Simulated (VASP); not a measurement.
# CoSi (P2_13) in VASP: notebook

CoSi is run at these levels: PBE; tasks: single point, relaxation of cell and atoms.

Program: VASP 6.6.1. These are calculated values, not measurements. Logs are shortened: lines on timing, memory, paths and dates and some standing lists are left out, and cuts for length are marked.

### Step 1. The cell of the first run

Symmetry: P2_13, No. 198, cubic system. The conventional cell has a = 4.445 Å, b = 4.445 Å, c = 4.445 Å, α = 90.00°, β = 90.00°, γ = 90.00°. Within 3.1 Å of Co (site symmetry 3) lie 7 Si at 2.32 to 2.44 Å and 6 Co at 2.73 Å. Within 3.1 Å of Si (site symmetry 3) lie 7 Co at 2.32 to 2.44 Å and 6 Si at 2.75 Å.

### Step 2. Single point, PBE

INCAR

```
SYSTEM = CoSi
PREC = Accurate
ENCUT = 520
EDIFF = 1E-6
ISMEAR = -1
SIGMA = 0.05
LREAL = .FALSE.
LASPH = .TRUE.
NELM = 80
ALGO = Normal
ISIF = 2
LWAVE = .FALSE.
LCHARG = .TRUE.
GGA = PE
LELF = .TRUE.
LVHAR = .TRUE.
NBANDS = 36
```

KPOINTS

```
Automatic mesh
0
G
  8 8 8
  0 0 0
```

POSCAR

```
CoSi
1.0
    4.4450000000      0.0000000000      0.0000000000
    0.0000000000      4.4450000000      0.0000000000
    0.0000000000      0.0000000000      4.4450000000
Co Si
4 4
Direct
    0.1446171186      0.1446171186      0.1446171186
    0.6446171186      0.3553828814      0.8553828814
    0.8553828814      0.6446171186      0.3553828814
    0.3553828814      0.8553828814      0.6446171186
    0.8430705666      0.8430705666      0.8430705666
    1.3430705666     -0.3430705666      0.1569294334
    0.1569294334      1.3430705666     -0.3430705666
   -0.3430705666      0.1569294334      1.3430705666
```

Potentials or basis: VASP PAW PBE potentials, release 64 (Co, Si).

Started as:

```bash
cat potpaw_PBE.64/Co/POTCAR potpaw_PBE.64/Si/POTCAR > POTCAR
mpirun -np 1 vasp_std > vasp.out
```

OUTCAR:

```text
SYSTEM = CoSi
   PREC = Accurate
   ENCUT = 520
   EDIFF = 1E-6
   ISMEAR = -1
   LREAL = .FALSE.
   LASPH = .TRUE.
   NELM = 80
   ISIF = 2
   GGA = PE

 ion  position               nearest neighbor table
   1  0.145  0.145  0.145-   5 2.32   6 2.34   7 2.34   8 2.34   6 2.44   7 2.44   8 2.44   3 2.73
                             4 2.73   2 2.73   4 2.73   3 2.73   2 2.73
   2  0.645  0.355  0.855-   6 2.32   5 2.34   7 2.34   8 2.34   7 2.44   8 2.44   5 2.44   1 2.73
                             3 2.73   3 2.73   4 2.73   4 2.73   1 2.73
   3  0.855  0.645  0.355-   7 2.32   6 2.34   5 2.34   8 2.34   8 2.44   5 2.44   6 2.44   1 2.73
                             2 2.73   2 2.73   1 2.73   4 2.73   4 2.73
   4  0.355  0.855  0.645-   8 2.32   6 2.34   7 2.34   5 2.34   6 2.44   7 2.44   5 2.44   1 2.73
                             1 2.73   2 2.73   2 2.73   3 2.73   3 2.73
   5  0.843  0.843  0.843-   1 2.32   2 2.34   3 2.34   4 2.34   2 2.44   3 2.44   4 2.44   6 2.75
                             7 2.75   8 2.75   8 2.75   7 2.75   6 2.75
   6  0.343  0.657  0.157-   2 2.32   1 2.34   3 2.34   4 2.34   3 2.44   4 2.44   1 2.44   8 2.75
                             5 2.75   7 2.75   7 2.75   8 2.75   5 2.75
   7  0.157  0.343  0.657-   3 2.32   2 2.34   1 2.34   4 2.34   4 2.44   1 2.44   2 2.44   8 2.75
                             5 2.75   6 2.75   5 2.75   6 2.75   8 2.75
   8  0.657  0.157  0.343-   4 2.32   2 2.34   3 2.34   1 2.34   2 2.44   3 2.44   1 2.44   7 2.75
                             5 2.75   5 2.75   6 2.75   6 2.75   7 2.75

  LATTYP: Found a simple cubic cell.
 ALAT       =     4.4450000000

  Lattice vectors:

 A1 = (   4.4450000000,   0.0000000000,   0.0000000000)
 A2 = (   0.0000000000,   4.4450000000,   0.0000000000)
 A3 = (   0.0000000000,   0.0000000000,   4.4450000000)

Analysis of symmetry for initial positions (statically):
=====================================================================
 Subroutine PRICEL returns:
 Original cell was already a primitive cell.

 Routine SETGRP: Setting up the symmetry group for a
 simple cubic supercell.

 Subroutine GETGRP returns: Found 12 space group operations
 (whereof  3 operations were pure point group operations)
 out of a pool of 48 trial point group operations.

The static configuration has the point symmetry C_3 .
 The point group associated with its full space group is T   .

Analysis of symmetry for dynamics (positions and initial velocities):
=====================================================================
 Subroutine PRICEL returns:
 Original cell was already a primitive cell.

 Routine SETGRP: Setting up the symmetry group for a
 simple cubic supercell.

 Subroutine GETGRP returns: Found 12 space group operations
[... 126 lines left out ...]
   PSTRESS=    0.0 pullay stress
   NELECT =      52.0000    total number of electrons
   NUPDOWN=      -1.0000    fix difference up-down
   EMIN   =  10.00;   EMAX   =-10.00  energy-range for DOS
   EFERMI =   0.00;   METHOD = LEGACY
   ISMEAR =    -1;   SIGMA  =   0.05  broadening in eV -4-tet -1-fermi 0-gaus
   EFERMI_NEDOS =   21; number of points for ismear=-14 and -15
   IALGO  =     38    algorithm
   IMIX   =      4    mixing-type and parameters
     AMIX     =   0.40;   BMIX     =  1.00
     AMIX_MAG =   1.60;   BMIX_MAG =  1.00
  volume/ion in A,a.u.               =      10.98        74.08
  Fermi-wavevector in a.u.,A,eV,Ry     =   1.374688  2.597784 25.711847  1.889767
  Thomas-Fermi vector in A             =   2.500092
   LORBIT       =      0    0 simple, 1 ext, 2 COOP (PROOUT), +10 PAW based schemes
   GGA     = PE    functional components
   LHFCALC =     F    Hartree Fock is set to
   AEXX    =    0.0000 exact exchange contribution
   IVDW    =     0    specifies the selected vdW correction
   LEPSILON=     F    determine dielectric tensor
   LRPA    =     F    only Hartree local field effects (RPA)
 non-spin polarized calculation
  energy-cutoff  :      520.00
  volume of cell :       87.82
 maximum number of plane-waves:      2392
 NGX is ok and might be reduce to    36
   NGX = 17   NGY = 17   NGZ = 17

 number of electron      52.0000010 magnetization

 Free energy of the ion-electron system (eV)
  ---------------------------------------------------
  ext. energy  EPLUGINS =         0.00000000
  ---------------------------------------------------
  free energy    TOTEN  =       -54.74831819 eV

  energy without entropy =      -54.73415223  energy(sigma->0) =      -54.74123521

 E-fermi :  11.9907     XC(G=0): -12.8185

 val. band max:       11.9557198515   @ k =   0.5000   0.5000   0.3750
 cond. band min:      12.0921136236   @ k =   0.5000   0.3750   0.3750
 fundamental gap:      0.1363937721
 Fermi energy:        11.9907078911

 k-point     1 :       0.0000    0.0000    0.0000
  band No.  band energies     occupation
      1      -1.6303      2.00000
      2       3.8295      2.00000
      3       3.8295      2.00000
      4       3.8295      2.00000
      5       6.5298      2.00000
      6       6.5298      2.00000
[... 925 lines left out ...]
     35      16.7637      0.00000
     36      17.5522      0.00000

 [... further k-points ...]

------------------------ aborting loop because EDIFF is reached ----------------------------------------

  FORCE on cell =-STRESS in cart. coord.  units (eV):
  Direction    XX          YY          ZZ          XY          YZ          ZX
  --------------------------------------------------------------------------------------
  -------------------------------------------------------------------------------------
  Total       -1.1767939     -1.1767939     -1.1767939      0.0000000      0.0000000      0.0000000
  in kB      -21.4682028    -21.4682028    -21.4682028      0.0000000      0.0000000      0.0000000
  external PRESSURE =     -21.4682028 kB  Pullay stress =       0.0000000 kB

 VOLUME and BASIS-vectors are now :
 -----------------------------------------------------------------------------
  energy-cutoff  :      520.00
  volume of cell :       87.82
      direct lattice vectors                 reciprocal lattice vectors
     4.445000000  0.000000000  0.000000000     0.224971879  0.000000000  0.000000000
     0.000000000  4.445000000  0.000000000     0.000000000  0.224971879  0.000000000
     0.000000000  0.000000000  4.445000000     0.000000000  0.000000000  0.224971879

 POSITION                                       TOTAL-FORCE (eV/Angst)
 -----------------------------------------------------------------------------------
      0.64282      0.64282      0.64282         0.001123      0.001123      0.001123
      2.86532      1.57968      3.80218         0.001123     -0.001123     -0.001123
      3.80218      2.86532      1.57968        -0.001123      0.001123     -0.001123
      1.57968      3.80218      2.86532        -0.001123     -0.001123      0.001123
      3.74745      3.74745      3.74745        -0.001381     -0.001381     -0.001381
      1.52495      2.92005      0.69755        -0.001381      0.001381      0.001381
      0.69755      1.52495      2.92005         0.001381     -0.001381      0.001381
      2.92005      0.69755      1.52495         0.001381      0.001381     -0.001381
 -----------------------------------------------------------------------------------
    total drift:                               -0.000000      0.000000      0.000000

  FREE ENERGIE OF THE ION-ELECTRON SYSTEM (eV)
  ---------------------------------------------------
  free  energy   TOTEN  =       -54.7483181906 eV

  energy  without entropy=      -54.7341522300  energy(sigma->0) =      -54.74123521
```

Wall time 59 s (1 thread of Intel Xeon 6975P-C (Granite Rapids), shared host); peak memory 0.26 GiB.

What came out:

| Property | Result |
| --- | --- |
| Free energy | -54.7483 eV |
| Pressure | -2.1 GPa |
| Band gap on the k mesh | zero (bands 26 and 27 overlap by 0.21 eV) |

Forces in eV/Å, atoms in the order of the input:
```
Co   0.001  0.001  0.001
Co   0.001 -0.001 -0.001
Co  -0.001  0.001 -0.001
Co  -0.001 -0.001  0.001
Si  -0.001 -0.001 -0.001
Si  -0.001  0.001  0.001
Si   0.001 -0.001  0.001
Si   0.001  0.001 -0.001
```

Levels at points of the mesh, in eV from the Fermi level:
```
           k point  band 22  band 23  band 24  band 25  band 26  band 27  band 28  band 29  band 30  band 31
(0.00, 0.00, 0.00)    -0.92    -0.80    -0.80    -0.04    -0.04    -0.04     2.42     2.42     2.42     2.85
(0.50, 0.00, 0.00)    -1.05    -0.67    -0.67    -0.50    -0.50     0.96     0.96     1.43     1.43     4.21
(0.50, 0.50, 0.00)    -1.50    -1.01    -1.01    -0.06    -0.06     0.54     0.54     1.94     1.94     2.45
(0.50, 0.50, 0.50)    -1.23    -1.23    -1.23    -0.25    -0.25    -0.25    -0.25     5.31     5.31     5.31
```

Caveat: the run has no spin polarisation, though such a crystal can be magnetic.

### Step 3. Single point, PBE

This run uses another cell than the first one, of 10.87 Å³/atom.

INCAR

```
SYSTEM = CoSi
PREC = Accurate
ENCUT = 520
EDIFF = 1E-6
ISMEAR = -1
SIGMA = 0.05
LREAL = .FALSE.
LASPH = .TRUE.
NELM = 100
ALGO = Normal
ISIF = 2
LWAVE = .FALSE.
LCHARG = .FALSE.
GGA = PE
NBANDS = 36
```

KPOINTS

```
regular mesh
0
G
  8 8 8
  0 0 0
```

POSCAR

```
CoSi
1.0
    4.4307963486      0.0000000000      0.0000000000
    0.0000000000      4.4307963486      0.0000000000
    0.0000000000      0.0000000000      4.4307963486
Co Si
4 4
Direct
    0.1449932352      0.1449932352      0.1449932352
    0.6449932352      0.3550067648      0.8550067648
    0.8550067648      0.6449932352      0.3550067648
    0.3550067648      0.8550067648      0.6449932352
    0.8431861008      0.8431861008      0.8431861008
    1.3431861008     -0.3431861008      0.1568138992
    0.1568138992      1.3431861008     -0.3431861008
   -0.3431861008      0.1568138992      1.3431861008
```

Potentials or basis: VASP PAW PBE potentials, release 64 (Co, Si).

Started as:

```bash
cat potpaw_PBE.64/Co/POTCAR potpaw_PBE.64/Si/POTCAR > POTCAR
mpirun -np 1 vasp_std > vasp.out
```

OUTCAR:

```text
SYSTEM = CoSi
   PREC = Accurate
   ENCUT = 520
   EDIFF = 1E-6
   ISMEAR = -1
   LREAL = .FALSE.
   LASPH = .TRUE.
   NELM = 100
   ISIF = 2
   GGA = PE

 ion  position               nearest neighbor table
   1  0.145  0.145  0.145-   5 2.32   6 2.34   7 2.34   8 2.34   6 2.43   7 2.43   8 2.43   3 2.72
                             4 2.72   2 2.72   4 2.72   3 2.72   2 2.72
   2  0.645  0.355  0.855-   6 2.32   5 2.34   7 2.34   8 2.34   7 2.43   8 2.43   5 2.43   1 2.72
                             3 2.72   3 2.72   4 2.72   4 2.72   1 2.72
   3  0.855  0.645  0.355-   7 2.32   6 2.34   5 2.34   8 2.34   8 2.43   5 2.43   6 2.43   1 2.72
                             2 2.72   2 2.72   1 2.72   4 2.72   4 2.72
   4  0.355  0.855  0.645-   8 2.32   6 2.34   7 2.34   5 2.34   6 2.43   7 2.43   5 2.43   1 2.72
                             1 2.72   2 2.72   2 2.72   3 2.72   3 2.72
   5  0.843  0.843  0.843-   1 2.32   2 2.34   3 2.34   4 2.34   2 2.43   3 2.43   4 2.43   6 2.74
                             8 2.74   8 2.74   6 2.74   7 2.74   7 2.74
   6  0.343  0.657  0.157-   2 2.32   1 2.34   3 2.34   4 2.34   3 2.43   4 2.43   1 2.43   5 2.74
                             7 2.74   7 2.74   5 2.74   8 2.74   8 2.74
   7  0.157  0.343  0.657-   3 2.32   2 2.34   1 2.34   4 2.34   4 2.43   1 2.43   2 2.43   6 2.74
                             6 2.74   8 2.74   8 2.74   5 2.74   5 2.74
[... 1140 lines left out ...]
     35      16.9453      0.00000
     36      17.7551      0.00000

 [... further k-points ...]

------------------------ aborting loop because EDIFF is reached ----------------------------------------

  FORCE on cell =-STRESS in cart. coord.  units (eV):
  Direction    XX          YY          ZZ          XY          YZ          ZX
  --------------------------------------------------------------------------------------
  -------------------------------------------------------------------------------------
  Total       -0.0505991     -0.0505991     -0.0505991     -0.0000000     -0.0000000      0.0000000
  in kB       -0.9319826     -0.9319826     -0.9319826     -0.0000000     -0.0000000      0.0000000
  external PRESSURE =      -0.9319826 kB  Pullay stress =       0.0000000 kB

 VOLUME and BASIS-vectors are now :
 -----------------------------------------------------------------------------
  energy-cutoff  :      520.00
  volume of cell :       86.99
      direct lattice vectors                 reciprocal lattice vectors
     4.430796349  0.000000000  0.000000000     0.225693063  0.000000000  0.000000000
     0.000000000  4.430796349  0.000000000     0.000000000  0.225693063  0.000000000
     0.000000000  0.000000000  4.430796349     0.000000000  0.000000000  0.225693063

 POSITION                                       TOTAL-FORCE (eV/Angst)
 -----------------------------------------------------------------------------------
      0.64244      0.64244      0.64244         0.001602      0.001602      0.001602
      2.85783      1.57296      3.78836         0.001602     -0.001602     -0.001602
      3.78836      2.85783      1.57296        -0.001602      0.001602     -0.001602
      1.57296      3.78836      2.85783        -0.001602     -0.001602      0.001602
      3.73599      3.73599      3.73599         0.000187      0.000187      0.000187
      1.52059      2.91021      0.69481         0.000187     -0.000187     -0.000187
      0.69481      1.52059      2.91021        -0.000187      0.000187     -0.000187
      2.91021      0.69481      1.52059        -0.000187     -0.000187      0.000187
 -----------------------------------------------------------------------------------
    total drift:                               -0.000000      0.000000      0.000000

  FREE ENERGIE OF THE ION-ELECTRON SYSTEM (eV)
  ---------------------------------------------------
  free  energy   TOTEN  =       -54.7542658250 eV

  energy  without entropy=      -54.7404526730  energy(sigma->0) =      -54.74735925
```

stdout:

```text
POSCAR found type information on POSCAR CoSi
 POSCAR found :  2 types and       8 ions
 scaLAPACK will be used
 LDA part: xc-table for (Slater+PW92), standard interpolation
 POSCAR, INCAR and KPOINTS ok, starting setup
 FFT: planning ... GRIDC
 FFT: planning ... GRID_SOFT
 FFT: planning ... GRID
 WAVECAR not read
 entering main loop
```

It took 58 s on 1 thread of Intel Xeon 6975P-C (Granite Rapids), shared host; peak memory 0.26 GiB.

Results:

| Item | Value |
| --- | --- |
| Free energy | -54.7543 eV |
| Pressure | -0.1 GPa |
| Band gap on the k mesh | zero (bands 26 and 27 overlap by 0.21 eV) |

Forces on the atoms (eV/Å):
```
Co   0.002  0.002  0.002
Co   0.002 -0.002 -0.002
Co  -0.002  0.002 -0.002
Co  -0.002 -0.002  0.002
Si   0.000  0.000  0.000
Si   0.000  0.000  0.000
Si   0.000  0.000  0.000
Si   0.000  0.000  0.000
```

Caveat: the run has no spin polarisation, though such a crystal can be magnetic. Spin polarisation is off, so any magnetic state and its effect on volume and gap are missing.

### Step 4. Relaxation of cell and atoms, PBE

INCAR

```
SYSTEM = CoSi
ALGO = Normal ; EDIFF = 1E-6
EDIFFG = -0.003 ; ENCUT = 600
GGA = PE ; IBRION = 2
ISIF = 3 ; ISMEAR = -1
LASPH = .TRUE. ; LCHARG = .FALSE.
LREAL = .FALSE. ; LWAVE = .FALSE.
NELM = 60 ; NSW = 80
PREC = Accurate ; SIGMA = 0.05
```

KPOINTS

```
k-points
0
G
  8 8 8
  0 0 0
```

POSCAR

```
CoSi
1.0
    4.4450000000      0.0000000000      0.0000000000
    0.0000000000      4.4450000000      0.0000000000
    0.0000000000      0.0000000000      4.4450000000
Co Si
4 4
Direct
    0.1440000000      0.1440000000      0.1440000000
    0.6440000000      0.3560000000      0.8560000000
    0.8560000000      0.6440000000      0.3560000000
    0.3560000000      0.8560000000      0.6440000000
    0.8430000000      0.8430000000      0.8430000000
    1.3430000000     -0.3430000000      0.1570000000
    0.1570000000      1.3430000000     -0.3430000000
   -0.3430000000      0.1570000000      1.3430000000
```

Started as:

```bash
cat potpaw_PBE.64/Co/POTCAR potpaw_PBE.64/Si/POTCAR > POTCAR
mpirun -np 1 vasp_std > vasp.out
```

It took 6.8 min on 1 thread of Intel Xeon 6975P-C (Granite Rapids), shared host; peak memory 0.29 GiB.

The run converged. Its results:

- Free energy: -54.7539 eV
- Relaxed volume: 10.86 Å³/atom
- Relaxed cell: a = 4.430 Å, b = 4.430 Å, c = 4.430 Å, α = 90.00°, β = 90.00°, γ = 90.00°
- Space group after relaxing (to 0.1 Å): P2_13 (No. 198)
- Energy gained by relaxing: 0.8 meV/atom
- Ionic steps: 16
- Pressure after relaxing: 0.0 GPa
- Band gap on the k mesh: zero (bands 26 and 27 overlap by 0.21 eV)

Forces in eV/Å, atoms in the order of the input:
```
Co   0.001  0.001  0.001
Co   0.001 -0.001 -0.001
Co  -0.001  0.001 -0.001
Co  -0.001 -0.001  0.001
Si  -0.002 -0.002 -0.002
Si  -0.002  0.002  0.002
Si   0.002 -0.002  0.002
Si   0.002  0.002 -0.002
```

The path:
```
step  energy change (eV)  largest force (eV/Å)  pressure (GPa)  volume (Å³)
   1              0.0000                0.0355           -2.13        87.82
   2              0.0020                0.0752            2.62        85.98
   3             -0.0058                0.0541            0.02        86.97
   4             -0.0058                0.0545            0.01        86.95
   5             -0.0038                0.0650            1.36        86.47
   6             -0.0058                0.0549            0.11        86.93
   7             -0.0063                0.0373            0.15        86.91
   8             -0.0066                0.0030            0.17        86.87
   9             -0.0065                0.0047           -0.34        87.06
  10             -0.0066                0.0030           -0.05        86.92
  11             -0.0066                0.0030            0.00        86.91
  12             -0.0066                0.0030           -0.03        86.91
  13             -0.0066                0.0016            0.07        86.88
  14             -0.0066                0.0021            0.08        86.90
  15             -0.0066                0.0027            0.06        86.91
  16             -0.0066                0.0029            0.04        86.91
```

Final structure:
```
Co Si
1.0
     4.42954    0.00000    0.00000
     0.00000    4.42954    0.00000
     0.00000    0.00000    4.42954
Co Si
4 4
Direct
  0.14506 0.14506 0.14506
  0.64506 0.35494 0.85494
  0.85494 0.64506 0.35494
  0.35494 0.85494 0.64506
  0.84323 0.84323 0.84323
  0.34323 0.65677 0.15677
  0.15677 0.34323 0.65677
  0.65677 0.15677 0.34323
```

Levels at points of the mesh, in eV from the Fermi level:
```csv
k point,band 23,band 24,band 25,band 26,band 27,band 28,band 29,band 30
"(0.00, 0.00, 0.00)",-0.81,-0.81,-0.04,-0.04,-0.04,2.47,2.47,2.47
"(0.50, 0.00, 0.00)",-0.68,-0.68,-0.51,-0.51,0.98,0.98,1.46,1.46
"(0.50, 0.50, 0.00)",-1.03,-1.03,-0.06,-0.06,0.56,0.56,1.98,1.98
"(0.50, 0.50, 0.50)",-1.25,-1.25,-0.25,-0.25,-0.25,-0.25,5.38,5.38
```

Caveat: the run has no spin polarisation, though such a crystal can be magnetic. Spin polarisation is off, so any magnetic state and its effect on volume and gap are missing.

### Step 5. Overview

| task | cell | cutoff (eV) | gap on the mesh (eV) | pressure (GPa) |
| --- | --- | --- | --- | --- |
| single point | a = 4.445 Å, 8 atoms, atomic positions A | 520 | none | -2.1 |
| single point | a = 4.431 Å, 8 atoms, atomic positions B | 520 | none | -0.1 |
| relaxation of cell and atoms | relaxed from a = 4.445 Å, 8 atoms, atomic positions C | 600 | none | 0.0 |

Alike in all rows: level PBE; potentials or basis VASP PAW PBE potentials, release 64 (Co, Si); no spin polarisation; k mesh 8 × 8 × 8; smearing fermi-dirac 0.05 eV.

Caveats: the run has no spin polarisation, though such a crystal can be magnetic.

Total energies depend on the potentials used, so only differences within one code and one set of settings carry meaning.

The gap in the log of VASP goes by the Fermi energy; the results here count the filled bands.